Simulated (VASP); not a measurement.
# Ga3P in VASP: a series of runs

Ga3P is run at these levels: PBE; tasks: single point, relaxation of cell and atoms.

Everything below comes from runs of VASP 6.6.1. Logs are shortened: lines on timing, memory, paths and dates and some standing lists are left out, and cuts for length are marked.

### 1 The cell of the first run

Symmetry: P4/mmm, No. 123, tetragonal system. Conventional cell: a = 4.073 Å, b = 4.073 Å, c = 4.031 Å, α = 90.00°, β = 90.00°, γ = 90.00°. Ga (site symmetry mmm) has 8 Ga at 2.87 to 2.88 Å and 4 P at 2.87 Å within 3.8 Å. Ga (site symmetry 4/mmm) has 8 Ga at 2.87 Å and 4 P at 2.88 Å within 3.8 Å. P (site symmetry 4/mmm) has 12 Ga at 2.87 to 2.88 Å within 3.8 Å.

### 2 Single point, PBE

Input file INCAR:

```
PREC = Accurate ; ENCUT = 520
EDIFF = 1E-7 ; ISMEAR = 0
SIGMA = 0.1 ; LREAL = F
LASPH = T ; NELM = 100
ALGO = Normal ; ISIF = 2
LWAVE = F ; LCHARG = F
GGA = PE ; NBANDS = 30
```

Input file KPOINTS:

```
regular mesh
0
Gamma
  4 4 4
```

Input file POSCAR:

```
Ga3P
1.0
    4.0730703278      0.0000000000      0.0000000000
    0.0000000000      4.0730703278      0.0000000000
    0.0000000000      0.0000000000      4.0312048498
Ga P
3 1
Direct
    0.0000000000      0.5000000000      0.5000000000
    0.5000000000      0.0000000000      0.5000000000
    0.5000000000      0.5000000000      0.0000000000
    0.0000000000      0.0000000000      0.0000000000
```

Potentials or basis: VASP PAW PBE potentials, release 64 (Ga_d, P).

The run is started by

```bash
cat potpaw_PBE.64/Ga_d/POTCAR potpaw_PBE.64/P/POTCAR > POTCAR
mpirun -np 1 vasp_std > vasp.out
```

OUTCAR:

```text
PREC = Accurate
   ENCUT = 520
   EDIFF = 1E-7
   ISMEAR = 0
   LREAL = F
   LASPH = T
   NELM = 100
   ISIF = 2
   GGA = PE

 ion  position               nearest neighbor table
   1  0.000  0.500  0.500-   3 2.87   4 2.87   3 2.87   4 2.87   4 2.87   4 2.87   3 2.87   3 2.87
                             2 2.88   2 2.88   2 2.88   2 2.88
   2  0.500  0.000  0.500-   3 2.87   4 2.87   3 2.87   4 2.87   3 2.87   3 2.87   4 2.87   4 2.87
                             1 2.88   1 2.88   1 2.88   1 2.88
   3  0.500  0.500  0.000-   1 2.87   2 2.87   1 2.87   2 2.87   2 2.87   2 2.87   1 2.87   1 2.87
                             4 2.88   4 2.88   4 2.88   4 2.88
   4  0.000  0.000  0.000-   1 2.87   2 2.87   1 2.87   2 2.87   1 2.87   1 2.87   2 2.87   2 2.87
                             3 2.88   3 2.88   3 2.88   3 2.88

  LATTYP: Found a simple tetragonal cell.
 ALAT       =     4.0730703278
 C/A-ratio  =     0.9897213957

  Lattice vectors:

 A1 = (   4.0730703278,   0.0000000000,   0.0000000000)
 A2 = (   0.0000000000,   4.0730703278,   0.0000000000)
 A3 = (   0.0000000000,   0.0000000000,   4.0312048498)

Analysis of symmetry for initial positions (statically):
=====================================================================
 Subroutine PRICEL returns:
 Original cell was already a primitive cell.

 Routine SETGRP: Setting up the symmetry group for a
 simple tetragonal supercell.

 Subroutine GETGRP returns: Found 16 space group operations
 (whereof 16 operations were pure point group operations)
 out of a pool of 16 trial point group operations.

The static configuration has the point symmetry D_4h.

Analysis of symmetry for dynamics (positions and initial velocities):
=====================================================================
 Subroutine PRICEL returns:
 Original cell was already a primitive cell.

 Routine SETGRP: Setting up the symmetry group for a
 simple tetragonal supercell.

 Subroutine GETGRP returns: Found 16 space group operations
 (whereof 16 operations were pure point group operations)
 out of a pool of 16 trial point group operations.

The dynamic configuration has the point symmetry D_4h.

 Subroutine INISYM returns: Found 16 space group operations
 (whereof 16 operations are pure point group operations),
 and found     1 'primitive' translations

----------------------------------------------------------------------------------------

                                     Primitive cell

  volume of cell :      66.8773

  direct lattice vectors                    reciprocal lattice vectors
     4.073070328  0.000000000  0.000000000     0.245515034  0.000000000  0.000000000
     0.000000000  4.073070328  0.000000000     0.000000000  0.245515034  0.000000000
     0.000000000  0.000000000  4.031204850     0.000000000  0.000000000  0.248064794

  length of vectors
     4.073070328  4.073070328  4.031204850     0.245515034  0.245515034  0.248064794

  position of ions in fractional coordinates (direct lattice)
     0.000000000  0.500000000  0.500000000
     0.500000000  0.000000000  0.500000000
     0.500000000  0.500000000  0.000000000
     0.000000000  0.000000000  0.000000000

  ion indices of the primitive-cell ions
   primitive index   ion index
                 1           1
                 2           2
                 3           3
                 4           4

----------------------------------------------------------------------------------------

 KPOINTS: regular mesh

Automatic generation of k-mesh.
 Grid dimensions read from file:
 generate k-points for:    4    4    4

 Generating k-lattice:

  Cartesian coordinates                     Fractional coordinates (reciprocal lattice)
     0.061378758  0.000000000  0.000000000     0.250000000  0.000000000  0.000000000
     0.000000000  0.061378758  0.000000000     0.000000000  0.250000000  0.000000000
     0.000000000  0.000000000  0.062016198     0.000000000  0.000000000  0.250000000

  Length of vectors
     0.061378758  0.061378758  0.062016198

  Shift w.r.t. Gamma in fractional coordinates (k-lattice)
     0.000000000  0.000000000  0.000000000

 Subroutine IBZKPT returns following result:
 ===========================================

 Found     18 irreducible k-points:

 Following reciprocal coordinates:
            Coordinates               Weight
  0.000000  0.000000  0.000000      1.000000
  0.250000  0.000000  0.000000      4.000000
  0.500000  0.000000  0.000000      2.000000
  0.250000  0.250000  0.000000      4.000000
  0.500000  0.250000  0.000000      4.000000
  0.500000  0.500000  0.000000      1.000000
[... 10 lines left out ...]
  0.500000  0.250000  0.500000      4.000000
  0.500000  0.500000  0.500000      1.000000
   k-points           NKPTS =     18   k-points in BZ     NKDIM =     18   number of bands    NBANDS=     30
   number of dos      NEDOS =    301   number of ions     NIONS =      4
   total plane-waves  NPLWV =  27000
   dimension x,y,z NGX =    30 NGY =   30 NGZ =   30
   dimension x,y,z NGXF=    60 NGYF=   60 NGZF=   60
   ions per type =               3   1
   NGX,Y,Z   is equivalent  to a cutoff of  12.24, 12.24, 12.37 a.u.
   NGXF,Y,Z  is equivalent  to a cutoff of  24.49, 24.49, 24.74 a.u.
 SYSTEM =  unknown system
   PREC   = accura    normal or accurate (medium, high low for compatibility)
   ISTART =      0    job   : 0-new  1-cont  2-samecut
   ICHARG =      2    charge: 1-file 2-atom 10-const
   ISPIN  =      1    spin polarized calculation?
   LNONCOLLINEAR =      F non collinear calculations
   LSORBIT =      F    spin-orbit coupling
   LASPH  =      T    aspherical Exc in radial PAW
   ENCUT  =  520.0 eV  38.22 Ry    6.18 a.u.   7.57  7.57  7.50*2*pi/ulx,y,z
   NELM   =    100;   NELMIN=  2; NELMDL= -5     # of ELM steps
   EDIFF  = 0.1E-06   stopping-criterion for ELM
   LREAL  =      F    real-space projection
   EDIFFG = 0.1E-05   stopping-criterion for IOM
   NSW    =      0    number of steps for IOM
   IBRION =     -1    ionic relax: 0-MD 1-quasi-New 2-CG
   NFREE  =      0    steps in history (QN), initial steepest desc. (CG)
   ISIF   =      2    stress and relaxation
   ISYM   =      2    0-nonsym 1-usesym 2-fastsym
   POTIM  = 0.5000    time-step for ionic-motion
   TEBEG  =    0.0;   TEEND  =   0.0 temperature during run
   PSTRESS=    0.0 pullay stress
   NELECT =      44.0000    total number of electrons
   NUPDOWN=      -1.0000    fix difference up-down
   EMIN   =  10.00;   EMAX   =-10.00  energy-range for DOS
   EFERMI =   0.00;   METHOD = LEGACY
   ISMEAR =     0;   SIGMA  =   0.10  broadening in eV -4-tet -1-fermi 0-gaus
   EFERMI_NEDOS =   21; number of points for ismear=-14 and -15
   IALGO  =     38    algorithm
   IMIX   =      4    mixing-type and parameters
     AMIX     =   0.40;   BMIX     =  1.00
     AMIX_MAG =   1.60;   BMIX_MAG =  1.00
  volume/ion in A,a.u.               =      16.72       112.83
  Fermi-wavevector in a.u.,A,eV,Ry     =   1.423856  2.690698 27.583999  2.027367
  Thomas-Fermi vector in A             =   2.544409
   LORBIT       =      0    0 simple, 1 ext, 2 COOP (PROOUT), +10 PAW based schemes
   GGA     = PE    functional components
   LHFCALC =     F    Hartree Fock is set to
   AEXX    =    0.0000 exact exchange contribution
   IVDW    =     0    specifies the selected vdW correction
   LEPSILON=     F    determine dielectric tensor
   LRPA    =     F    only Hartree local field effects (RPA)
 non-spin polarized calculation
 Gauss-broadening in eV      SIGMA  =   0.10
  energy-cutoff  :      520.00
  volume of cell :       66.88
 maximum number of plane-waves:      1823
   NGX = 15   NGY = 15   NGZ = 15

 number of electron      44.0000063 magnetization

 Free energy of the ion-electron system (eV)
  ---------------------------------------------------
  ext. energy  EPLUGINS =         0.00000000
  ---------------------------------------------------
  free energy    TOTEN  =       -13.41875700 eV

  energy without entropy =      -13.41039587  energy(sigma->0) =      -13.41457644

 E-fermi :   7.1123     XC(G=0): -11.4347

 val. band max:        7.0534812152   @ k =   0.2500   0.0000   0.5000
 cond. band min:       7.1386225882   @ k =   0.5000   0.2500   0.0000
 fundamental gap:      0.0851413730
 Fermi energy:         7.1122560821

 k-point     1 :       0.0000    0.0000    0.0000
  band No.  band energies     occupation
      1      -8.1637      2.00000
      2      -8.1174      2.00000
      3      -8.1174      2.00000
      4      -8.0989      2.00000
      5      -7.9990      2.00000
      6      -7.9817      2.00000
[... 22 lines left out ...]
     29      14.3229      0.00000
     30      14.4478      0.00000

 k-point     2 :       0.2500    0.0000    0.0000
  band No.  band energies     occupation
      1      -8.1051      2.00000
      2      -8.1047      2.00000
      3      -8.0606      2.00000
      4      -8.0452      2.00000
      5      -7.9851      2.00000
      6      -7.9400      2.00000
[... 22 lines left out ...]
     29      14.8329      0.00000
     30      15.6702      0.00000

 k-point     3 :       0.5000    0.0000    0.0000
  band No.  band energies     occupation
      1      -8.0916      2.00000
      2      -8.0281      2.00000
      3      -7.9549      2.00000
      4      -7.9478      2.00000
      5      -7.9435      2.00000
      6      -7.8736      2.00000
[... 22 lines left out ...]
     29      13.9734      0.00000
     30      14.5447      0.00000

 k-point     4 :       0.2500    0.2500    0.0000
  band No.  band energies     occupation
      1      -8.0678      2.00000
      2      -8.0649      2.00000
      3      -8.0298      2.00000
      4      -8.0096      2.00000
      5      -7.9607      2.00000
      6      -7.9156      2.00000
[... 22 lines left out ...]
     29      13.7091      0.00000
     30      13.9702      0.00000

 k-point     5 :       0.5000    0.2500    0.0000
  band No.  band energies     occupation
      1      -8.0411      2.00000
      2      -7.9958      2.00000
      3      -7.9706      2.00000
      4      -7.9473      2.00000
      5      -7.9296      2.00000
      6      -7.8976      2.00000
[... 22 lines left out ...]
     29      11.8871      0.00000
     30      15.0633      0.00000
[... 328 lines left out ...]
     29      14.4335      0.00000
     30      15.9424      0.00000

 k-point    16 :       0.2500    0.2500    0.5000
  band No.  band energies     occupation
      1      -8.0451      2.00000
      2      -8.0326      2.00000
      3      -7.9695      2.00000
      4      -7.9611      2.00000
      5      -7.9573      2.00000
      6      -7.9565      2.00000
[... 22 lines left out ...]
     29      15.1104      0.00000
     30      15.4520      0.00000

 k-point    17 :       0.5000    0.2500    0.5000
  band No.  band energies     occupation
      1      -8.0923      2.00000
      2      -8.0138      2.00000
      3      -8.0067      2.00000
      4      -8.0042      2.00000
      5      -7.9534      2.00000
      6      -7.9362      2.00000
[... 22 lines left out ...]
     29      15.2797      0.00000
     30      16.5451      0.00000

 k-point    18 :       0.5000    0.5000    0.5000
  band No.  band energies     occupation
      1      -8.1609      2.00000
      2      -8.0379      2.00000
      3      -8.0379      2.00000
      4      -8.0292      2.00000
      5      -7.9716      2.00000
      6      -7.9549      2.00000
[... 22 lines left out ...]
     29      18.1513      0.00000
     30      18.1841      0.00000

------------------------ aborting loop because EDIFF is reached ----------------------------------------

  FORCE on cell =-STRESS in cart. coord.  units (eV):
  Direction    XX          YY          ZZ          XY          YZ          ZX
  --------------------------------------------------------------------------------------
  -------------------------------------------------------------------------------------
  Total        1.7916349      1.7916349      1.8490944      0.0000000      0.0000000     -0.0000000
  in kB       42.9221450     42.9221450     44.2987007      0.0000000      0.0000000     -0.0000000
  external PRESSURE =      43.3809969 kB  Pullay stress =       0.0000000 kB

 VOLUME and BASIS-vectors are now :
 -----------------------------------------------------------------------------
  energy-cutoff  :      520.00
  volume of cell :       66.88
      direct lattice vectors                 reciprocal lattice vectors
     4.073070328  0.000000000  0.000000000     0.245515034  0.000000000  0.000000000
     0.000000000  4.073070328  0.000000000     0.000000000  0.245515034  0.000000000
     0.000000000  0.000000000  4.031204850     0.000000000  0.000000000  0.248064794

 POSITION                                       TOTAL-FORCE (eV/Angst)
 -----------------------------------------------------------------------------------
      0.00000      2.03654      2.01560         0.000000      0.000000      0.000000
      2.03654      0.00000      2.01560         0.000000      0.000000      0.000000
      2.03654      2.03654      0.00000         0.000000      0.000000      0.000000
      0.00000      0.00000      0.00000         0.000000      0.000000      0.000000
 -----------------------------------------------------------------------------------
    total drift:                                0.000000      0.000000     -0.000000

  FREE ENERGIE OF THE ION-ELECTRON SYSTEM (eV)
  ---------------------------------------------------
  free  energy   TOTEN  =       -13.4187570045 eV

  energy  without entropy=      -13.4103958685  energy(sigma->0) =      -13.41457644
```

It took 21 s on 1 thread of Intel Xeon 6975P-C (Granite Rapids), shared host; peak memory 0.17 GiB.

What came out:

| Property | Result |
| --- | --- |
| Free energy | -13.4188 eV |
| Pressure | 4.3 GPa |
| Band gap on the k mesh | zero (bands 22 and 23 overlap by 5.37 eV) |

Caveat: the k points lie up to 0.39 Å⁻¹ apart, too coarse for converged energies and pressures of a metal.

### 3 Single point, PBE

This run uses another cell than the first one, of 17.74 Å³/atom.

Input file INCAR:

```
PREC = Accurate
ENCUT = 520
EDIFF = 1E-6
ISMEAR = 0
SIGMA = 0.1
LREAL = F
LASPH = T
NELM = 100
ALGO = Normal
ISIF = 2
LWAVE = F
LCHARG = T
GGA = PE
LELF = T
LVHAR = T
NBANDS = 30
```

KPOINTS is that of step 2.

Input file POSCAR:

```
Ga3P
1.0
    4.1505380368      0.0000000000      0.0000000000
    0.0000000000      4.1505380368      0.0000000000
    0.0000000000      0.0000000000      4.1198596528
Ga P
3 1
Direct
    0.0000000000      0.5000000000      0.5000000000
    0.5000000000      0.0000000000      0.5000000000
    0.5000000000      0.5000000000      0.0000000000
    0.0000000000      0.0000000000      0.0000000000
```

Potentials or basis: VASP PAW PBE potentials, release 64 (Ga_d, P).

The run is started by

```bash
cat potpaw_PBE.64/Ga_d/POTCAR potpaw_PBE.64/P/POTCAR > POTCAR
mpirun -np 1 vasp_std > vasp.out
```

OUTCAR:

```text
PREC = Accurate
   ENCUT = 520
   EDIFF = 1E-6
   ISMEAR = 0
   LREAL = F
   LASPH = T
   NELM = 100
   ISIF = 2
   GGA = PE

 ion  position               nearest neighbor table
   1  0.000  0.500  0.500-   4 2.92   4 2.92   4 2.92   4 2.92
   2  0.500  0.000  0.500-   4 2.92   4 2.92   4 2.92   4 2.92
   3  0.500  0.500  0.000-   4 2.93   4 2.93   4 2.93   4 2.93
   4  0.000  0.000  0.000-   1 2.92   2 2.92   1 2.92   2 2.92   1 2.92   1 2.92   2 2.92   2 2.92
                             3 2.93   3 2.93   3 2.93   3 2.93

  LATTYP: Found a simple tetragonal cell.
 ALAT       =     4.1505380368
 C/A-ratio  =     0.9926085766

  Lattice vectors:

 A1 = (   4.1505380368,   0.0000000000,   0.0000000000)
 A2 = (   0.0000000000,   4.1505380368,   0.0000000000)
 A3 = (   0.0000000000,   0.0000000000,   4.1198596528)

Analysis of symmetry for initial positions (statically):
=====================================================================
 Subroutine PRICEL returns:
 Original cell was already a primitive cell.

 Routine SETGRP: Setting up the symmetry group for a
 simple tetragonal supercell.
[... 162 lines left out ...]

  energy without entropy =      -13.46282070  energy(sigma->0) =      -13.46810384

 E-fermi :   6.5545     XC(G=0): -11.1406

 val. band max:        6.5191519181   @ k =   0.2500   0.0000   0.5000
 cond. band min:       6.5757434476   @ k =   0.5000   0.2500   0.0000
 fundamental gap:      0.0565915294
 Fermi energy:         6.5544559109

 k-point     1 :       0.0000    0.0000    0.0000
  band No.  band energies     occupation
      1      -8.7142      2.00000
      2      -8.6827      2.00000
      3      -8.6827      2.00000
      4      -8.6695      2.00000
      5      -8.5759      2.00000
      6      -8.5642      2.00000
[... 583 lines left out ...]
     29      16.9007      0.00000
     30      16.9712      0.00000

------------------------ aborting loop because EDIFF is reached ----------------------------------------

  FORCE on cell =-STRESS in cart. coord.  units (eV):
  Direction    XX          YY          ZZ          XY          YZ          ZX
  --------------------------------------------------------------------------------------
  -------------------------------------------------------------------------------------
  Total        0.0045407      0.0045407      0.0472305      0.0000000      0.0000000      0.0000000
  in kB        0.1025047      0.1025047      1.0662077      0.0000000      0.0000000      0.0000000
  external PRESSURE =       0.4237390 kB  Pullay stress =       0.0000000 kB

 VOLUME and BASIS-vectors are now :
 -----------------------------------------------------------------------------
  energy-cutoff  :      520.00
  volume of cell :       70.97
      direct lattice vectors                 reciprocal lattice vectors
     4.150538037  0.000000000  0.000000000     0.240932619  0.000000000  0.000000000
     0.000000000  4.150538037  0.000000000     0.000000000  0.240932619  0.000000000
     0.000000000  0.000000000  4.119859653     0.000000000  0.000000000  0.242726715

 POSITION                                       TOTAL-FORCE (eV/Angst)
 -----------------------------------------------------------------------------------
      0.00000      2.07527      2.05993         0.000000      0.000000      0.000000
      2.07527      0.00000      2.05993         0.000000      0.000000      0.000000
      2.07527      2.07527      0.00000         0.000000      0.000000      0.000000
      0.00000      0.00000      0.00000         0.000000      0.000000      0.000000
 -----------------------------------------------------------------------------------
    total drift:                                0.000000     -0.000000     -0.000000

  FREE ENERGIE OF THE ION-ELECTRON SYSTEM (eV)
  ---------------------------------------------------
  free  energy   TOTEN  =       -13.4733869791 eV

  energy  without entropy=      -13.4628207026  energy(sigma->0) =      -13.46810384
```

Wall time 21 s (1 thread of Intel Xeon 6975P-C (Granite Rapids), shared host); peak memory 0.18 GiB.

Results:

```yaml
Free_energy: -13.4734 eV
Pressure: 0.0 GPa
Band_gap_on_the_k_mesh: zero (bands 22 and 23 overlap by 4.87 eV)
```

Stress tensor (GPa, compression positive):
```
0.01 0.00 0.00
0.00 0.01 0.00
0.00 0.00 0.11
```

Levels at points of the mesh, in eV from the Fermi level:
| k point | band 20 | band 21 | band 22 | band 23 | band 24 | band 25 |
| --- | --- | --- | --- | --- | --- | --- |
| (0.00, 0.00, 0.00) | -3.89 | -2.57 | -2.46 | 2.42 | 2.42 | 2.44 |
| (0.50, 0.00, 0.00) | -2.43 | -1.33 | -0.68 | -0.58 | -0.45 | 0.83 |
| (0.50, 0.50, 0.00) | -1.42 | -0.21 | 0.46 | 0.46 | 1.57 | 1.57 |
| (0.00, 0.00, 0.50) | -2.47 | -1.37 | -0.64 | -0.64 | -0.50 | 0.77 |
| (0.50, 0.00, 0.50) | -1.45 | -0.32 | 0.34 | 0.36 | 1.51 | 1.51 |
| (0.50, 0.50, 0.50) | -5.27 | -5.27 | -5.27 | -4.41 | 5.66 | 5.66 |

Caveat: the k points lie up to 0.38 Å⁻¹ apart, too coarse for converged energies and pressures of a metal.

(Part 1 of 2 ends here.)

The gap in the log of VASP goes by the Fermi energy; the results here count the filled bands.